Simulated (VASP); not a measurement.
# GaSb3: single point with PBEsol+D3(BJ)

The system is GaSb3.

```
Ga Sb
1.0
     0.00000    3.58577    3.58577
     3.58577    0.00000    3.58577
     3.58577    3.58577    0.00000
Ga Sb
1 3
Direct
  0.06358 0.93642 0.93642
  0.24416 0.25584 0.25584
  0.73272 0.76728 0.76728
  0.48671 0.51329 0.51329
```

This cell differs from its parent crystal: atoms displaced along several vibrational modes.

```json
{
 "Program": "VASP 6.6.1",
 "Task": "single point",
 "Functional": "PBEsol",
 "Dispersion": "D3(BJ)",
 "Potentials or basis": "VASP PAW PBE potentials, release 64 (Ga_d, Sb)",
 "Cutoff": "520 eV",
 "k mesh": "10 × 10 × 10",
 "Occupations": "gaussian, width 0.15 eV",
 "Spin": "no spin polarisation",
 "Dipole correction": "no",
 "Further INCAR settings": "ALGO = Normal; EDIFF = 1e-07; NBANDS = 22"
}
```

| Item | Value |
| --- | --- |
| Pressure | 2.9 GPa |
| Largest force | 1.196 eV/Å |
| Band gap on the k mesh | zero (bands 14 and 15 overlap by 3.71 eV) |
| Dispersion energy per atom | -0.494 eV |

Forces in eV/Å, atoms in the order of the input:
```
Ga   1.196  0.000  0.000
Sb  -0.079  0.000  0.000
Sb  -0.406  0.000  0.000
Sb  -0.711  0.000  0.000
```

Stress tensor (GPa, compression positive):
```
 2.31  0.00  0.00
 0.00  3.19 -0.19
 0.00 -0.19  3.19
```

Levels at points of the mesh, in eV from the Fermi level:
```csv
k point,band 12,band 13,band 14,band 15,band 16,band 17
"(0.00, 0.00, 0.00)",-2.91,-2.87,-2.57,-2.36,-0.71,-0.40
"(0.50, 0.00, 0.00)",-3.00,-2.84,0.06,0.27,2.00,2.03
"(0.00, 0.50, 0.00)",-3.09,-2.59,-0.05,0.33,1.86,2.01
"(0.50, 0.50, 0.00)",1.00,1.10,1.12,1.47,2.00,2.23
"(0.00, 0.50, 0.50)",0.70,0.78,0.78,1.57,2.29,2.31
```

Run time: 2.6 min on 1 thread of Intel(R) Xeon(R) Platinum 8559C (Emerald Rapids) (shared host), peak memory 0.48 GiB.

Caveat: the cell differs from its parent crystal (atoms displaced along several vibrational modes); the PAW data sets were made with another functional, which shifts forces and pressure a little; spin-orbit coupling is left out, which moves the levels of the heavy elements.
